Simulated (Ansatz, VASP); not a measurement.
**Two plane-wave programs on Y**

```
CELL_PARAMETERS angstrom
0.00000 3.41241 3.41241
3.41241 0.00000 3.41241
3.41241 3.41241 0.00000
ATOMIC_POSITIONS crystal
Y 0.12500 0.12500 0.12500
Y 0.87500 0.87500 0.87500
```

Alike in both runs: functional PBEsol; k mesh 8 × 8 × 8; occupations fermi-dirac, width 0.1 eV; no spin polarisation.

Ansatz relaxed the structure, and its values are those at the end. VASP's run is a single point on that final structure, the one shown.

```csv
,VASP,Ansatz
version,VASP 6.6.1,Ansatz 0.2.0
potentials or method,"VASP PAW PBE potentials, release 64 (Y_sv), cutoff 520 eV","plane waves (420 eV) with PAW, scalar-relativistic"
valence electrons in the cell,22,22
```

```tsv
	VASP	Ansatz	Ansatz less VASP
pressure (GPa)	0.0	0.0	-0.01
```

VASP's potentials were made for PBE, not for PBEsol, and Ansatz warns of the same on its side.
